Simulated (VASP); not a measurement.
# BP (rocksalt type) (Fm-3m) in VASP: notebook

The runs below take BP (rocksalt type) through single point, with PBE.

Everything below comes from runs of VASP 6.6.1. Logs are shortened: lines on timing, memory, paths and dates and some standing lists are left out, and cuts for length are marked.

## 1. The cell of the first run

It takes space group Fm-3m (No. 225, cubic). The conventional cell has a = 3.540 Å, b = 3.540 Å, c = 3.540 Å, α = 90.00°, β = 90.00°, γ = 90.00°. B (site symmetry m-3m) has 6 P at 1.77 Å within 2.4 Å. P (site symmetry m-3m) has 6 B at 1.77 Å within 2.4 Å.

## 2. Single point, PBE (volume scaled by 0.55)

Contents of INCAR:

```
SYSTEM = BP
PREC = Accurate ; ENCUT = 520
EDIFF = 1E-6 ; ISMEAR = -1
SIGMA = 0.08 ; LREAL = .False.
LASPH = .True. ; NELM = 100
ALGO = Normal ; ISIF = 2
LWAVE = .False. ; LCHARG = .False.
GGA = PE ; NBANDS = 11
```

Contents of KPOINTS:

```
Automatic mesh
0
Gamma
  17 17 17
  0 0 0
```

Contents of POSCAR:

```
BP
1.0
    0.0000000000      1.7698873646      1.7698873646
    1.7698873646      0.0000000000      1.7698873646
    1.7698873646      1.7698873646      0.0000000000
B P
1 1
Direct
    0.0000000000      0.0000000000      0.0000000000
    0.5000000000      0.5000000000      0.5000000000
```

Potentials or basis: VASP PAW PBE potentials, release 64 (B, P).

Command:

```
> cat potpaw_PBE.64/B/POTCAR potpaw_PBE.64/P/POTCAR > POTCAR
> mpirun -np 1 vasp_std > vasp.out
```

OUTCAR:

```text
SYSTEM = BP
   PREC = Accurate
   ENCUT = 520
   EDIFF = 1E-6
   ISMEAR = -1
   LREAL = .False.
   LASPH = .True.
   NELM = 100
   ISIF = 2
   GGA = PE

 ion  position               nearest neighbor table
   1  0.000  0.000  0.000-   2 1.77   2 1.77   2 1.77   2 1.77   2 1.77   2 1.77
   2  0.500  0.500  0.500-   1 1.77   1 1.77   1 1.77   1 1.77   1 1.77   1 1.77

  LATTYP: Found a face centered cubic cell.
 ALAT       =     3.5397747292

  Lattice vectors:

 A1 = (   0.0000000000,   1.7698873646,   1.7698873646)
 A2 = (   1.7698873646,   0.0000000000,   1.7698873646)
 A3 = (   1.7698873646,   1.7698873646,   0.0000000000)

Analysis of symmetry for initial positions (statically):
=====================================================================
 Subroutine PRICEL returns:
 Original cell was already a primitive cell.

 Routine SETGRP: Setting up the symmetry group for a
 face centered cubic supercell.

 Subroutine GETGRP returns: Found 48 space group operations
 (whereof 48 operations were pure point group operations)
 out of a pool of 48 trial point group operations.

The static configuration has the point symmetry O_h .

Analysis of symmetry for dynamics (positions and initial velocities):
=====================================================================
 Subroutine PRICEL returns:
 Original cell was already a primitive cell.

 Routine SETGRP: Setting up the symmetry group for a
 face centered cubic supercell.

 Subroutine GETGRP returns: Found 48 space group operations
 (whereof 48 operations were pure point group operations)
 out of a pool of 48 trial point group operations.

The dynamic configuration has the point symmetry O_h .

 Subroutine INISYM returns: Found 48 space group operations
 (whereof 48 operations are pure point group operations),
 and found     1 'primitive' translations

----------------------------------------------------------------------------------------

                                     Primitive cell

  volume of cell :      11.0883

  direct lattice vectors                    reciprocal lattice vectors
     0.000000000  1.769887365  1.769887365    -0.282503853  0.282503853  0.282503853
     1.769887365  0.000000000  1.769887365     0.282503853 -0.282503853  0.282503853
     1.769887365  1.769887365  0.000000000     0.282503853  0.282503853 -0.282503853

  length of vectors
     2.502998715  2.502998715  2.502998715     0.489311027  0.489311027  0.489311027

[... 76 lines left out ...]
   LSORBIT =      F    spin-orbit coupling
   LASPH  =      T    aspherical Exc in radial PAW
   ENCUT  =  520.0 eV  38.22 Ry    6.18 a.u.   4.65  4.65  4.65*2*pi/ulx,y,z
   NELM   =    100;   NELMIN=  2; NELMDL= -5     # of ELM steps
   EDIFF  = 0.1E-05   stopping-criterion for ELM
   LREAL  =      F    real-space projection
   EDIFFG = 0.1E-04   stopping-criterion for IOM
   NSW    =      0    number of steps for IOM
   IBRION =     -1    ionic relax: 0-MD 1-quasi-New 2-CG
   NFREE  =      0    steps in history (QN), initial steepest desc. (CG)
   ISIF   =      2    stress and relaxation
   ISYM   =      2    0-nonsym 1-usesym 2-fastsym
   POTIM  = 0.5000    time-step for ionic-motion
   TEBEG  =    0.0;   TEEND  =   0.0 temperature during run
   PSTRESS=    0.0 pullay stress
   NELECT =       8.0000    total number of electrons
   NUPDOWN=      -1.0000    fix difference up-down
   EMIN   =  10.00;   EMAX   =-10.00  energy-range for DOS
   EFERMI =   0.00;   METHOD = LEGACY
   ISMEAR =    -1;   SIGMA  =   0.08  broadening in eV -4-tet -1-fermi 0-gaus
   EFERMI_NEDOS =   21; number of points for ismear=-14 and -15
   IALGO  =     38    algorithm
   IMIX   =      4    mixing-type and parameters
     AMIX     =   0.40;   BMIX     =  1.00
     AMIX_MAG =   1.60;   BMIX_MAG =  1.00
  volume/ion in A,a.u.               =       5.54        37.41
  Fermi-wavevector in a.u.,A,eV,Ry     =   1.468304  2.774691 29.333011  2.155915
  Thomas-Fermi vector in A             =   2.583817
   LORBIT       =      0    0 simple, 1 ext, 2 COOP (PROOUT), +10 PAW based schemes
   GGA     = PE    functional components
[... 5 lines left out ...]
 non-spin polarized calculation
  energy-cutoff  :      520.00
  volume of cell :       11.09
 maximum number of plane-waves:       308
   NGX =  9   NGY =  9   NGZ =  9

 number of electron       8.0000001 magnetization

 Free energy of the ion-electron system (eV)
  ---------------------------------------------------
  ext. energy  EPLUGINS =         0.00000000
  ---------------------------------------------------
  free energy    TOTEN  =        -5.80482309 eV

  energy without entropy =       -5.79428801  energy(sigma->0) =       -5.79955555

 E-fermi :  20.2685     XC(G=0): -14.7017

 val. band max:       20.2467958463   @ k =   0.4706   0.4118   0.0588
 cond. band min:      20.2835284088   @ k =  -0.2353   0.1176   0.0000
 fundamental gap:      0.0367325625
 Fermi energy:        20.2684631419

 k-point     1 :       0.0000    0.0000    0.0000
  band No.  band energies     occupation
      1      -4.8123      2.00000
      2      20.5024      0.10192
      3      20.5024      0.10192
      4      20.5024      0.10192
      5      27.1135      0.00000
      6      27.1135      0.00000
      7      27.1135      0.00000
      8      33.8261      0.00000
      9      33.8261      0.00000
     10      34.6062      0.00000
     11      34.6062      0.00000
[... 309 lines left out ...]
 k-point    24 :      -0.1176    0.0588    0.0000
  band No.  band energies     occupation
      1      -4.1310      2.00000
      2      16.8716      2.00000
      3      18.4407      2.00000
      4      20.7049      0.00851
      5      27.6510      0.00000
      6      27.8290      0.00000
      7      28.2327      0.00000
      8      29.6497      0.00000
      9      30.5329      0.00000
     10      34.6442      0.00000
     11      39.0376      0.00000

 [... further k-points ...]
[... 5 lines left out ...]
  --------------------------------------------------------------------------------------
  -------------------------------------------------------------------------------------
  Total       19.2129899     19.2129899     19.2129899      0.0000000      0.0000000     -0.0000000
  in kB     2776.1226837   2776.1226837   2776.1226837      0.0000000      0.0000000     -0.0000000
  external PRESSURE =    2776.1226837 kB  Pullay stress =       0.0000000 kB

 VOLUME and BASIS-vectors are now :
 -----------------------------------------------------------------------------
  energy-cutoff  :      520.00
  volume of cell :       11.09
      direct lattice vectors                 reciprocal lattice vectors
     0.000000000  1.769887365  1.769887365    -0.282503853  0.282503853  0.282503853
     1.769887365  0.000000000  1.769887365     0.282503853 -0.282503853  0.282503853
     1.769887365  1.769887365  0.000000000     0.282503853  0.282503853 -0.282503853

 POSITION                                       TOTAL-FORCE (eV/Angst)
 -----------------------------------------------------------------------------------
      0.00000      0.00000      0.00000        -0.000000     -0.000000     -0.000000
      1.76989      1.76989      1.76989         0.000000      0.000000      0.000000
 -----------------------------------------------------------------------------------
    total drift:                                0.000000     -0.000000     -0.000000

  FREE ENERGIE OF THE ION-ELECTRON SYSTEM (eV)
  ---------------------------------------------------
  free  energy   TOTEN  =        -5.8048230853 eV

  energy  without entropy=       -5.7942880147  energy(sigma->0) =       -5.79955555
```

stdout:

```text
POSCAR found type information on POSCAR B P
 POSCAR found :  2 types and       2 ions
 scaLAPACK will be used
 LDA part: xc-table for (Slater+PW92), standard interpolation
 POSCAR, INCAR and KPOINTS ok, starting setup
 FFT: planning ... GRIDC
 FFT: planning ... GRID_SOFT
 FFT: planning ... GRID
 WAVECAR not read
 entering main loop
```

It took 38 s on 1 thread of AMD EPYC 7R13, shared host; peak memory 0.1 GiB.

What came out:

| Property | Result |
| --- | --- |
| Free energy | -5.8048 eV |
| Pressure | 277.6 GPa |
| Band gap on the k mesh | zero (band 4 reaches 21.05 eV, above the bottom of band 5 at 18.80 eV) |

## 3. Single point, PBE (volume scaled by 0.55, source ansatz)

Contents of INCAR:

```
ALGO = Normal
EDIFF = 1E-6
ENCUT = 520
GGA = PE
ISIF = 2
ISMEAR = -1
LASPH = True
LCHARG = False
LREAL = False
LWAVE = False
NBANDS = 11
NELM = 100
PREC = Accurate
SIGMA = 0.08
```

Contents of KPOINTS:

```
k-points
0
Gamma
  17 17 17
```

POSCAR is that of step 2.

Potentials or basis: VASP PAW PBE potentials, release 64 (B, P).

Command:

```
> cat potpaw_PBE.64/B/POTCAR potpaw_PBE.64/P/POTCAR > POTCAR
> mpirun -np 1 vasp_std > vasp.out
```

Wall time 41 s (1 thread of AMD EPYC 7R13, shared host); peak memory 0.1 GiB.

Results (log left out):

```
Free energy            : -5.8048 eV
Pressure               : 277.6 GPa
Band gap on the k mesh : zero (band 4 reaches 21.05 eV, above the bottom of band 5 at 18.80 eV)
```

Levels at points of the mesh, in eV from the Fermi level:
| k point | band 1 | band 2 | band 3 | band 4 | band 5 | band 6 | band 7 | band 8 | band 9 |
| --- | --- | --- | --- | --- | --- | --- | --- | --- | --- |
| (0.00, 0.00, 0.00) | -25.08 | 0.23 | 0.23 | 0.23 | 6.85 | 6.85 | 6.85 | 13.56 | 13.56 |

## 4. Single point, PBE (volume scaled by 0.64)

Contents of INCAR:

```
SYSTEM = BP
ALGO = Normal
EDIFF = 1E-7
ENCUT = 520
GGA = PE
ISIF = 2
ISMEAR = -1
LASPH = .True.
LCHARG = .False.
LREAL = .False.
LWAVE = .False.
NBANDS = 11
NELM = 80
PREC = Accurate
SIGMA = 0.08
```

Contents of KPOINTS:

```
k-points
0
Gamma
  17 17 17
  0 0 0
```

Contents of POSCAR:

```
BP
1.0
    0.0000000000      1.8615929416      1.8615929416
    1.8615929416      0.0000000000      1.8615929416
    1.8615929416      1.8615929416      0.0000000000
B P
1 1
Direct
    0.0000000000      0.0000000000      0.0000000000
    0.5000000000      0.5000000000      0.5000000000
```

Command:

```
> cat potpaw_PBE.64/B/POTCAR potpaw_PBE.64/P/POTCAR > POTCAR
> mpirun -np 1 vasp_std > vasp.out
```

Run time: 42 s. Hardware: 1 thread of AMD EPYC 7R13, shared host; peak memory 0.1 GiB.

Results (log left out):

```
Free energy            : -8.2306 eV
Pressure               : 160.7 GPa
Band gap on the k mesh : zero (band 4 reaches 18.09 eV, above the bottom of band 5 at 15.86 eV)
```

Levels at points of the mesh, in eV from the Fermi level:
```csv
k point,band 2,band 3,band 4,band 5,band 6,band 7
"(0.00, 0.00, 0.00)",0.14,0.14,0.14,7.18,7.18,7.18
```
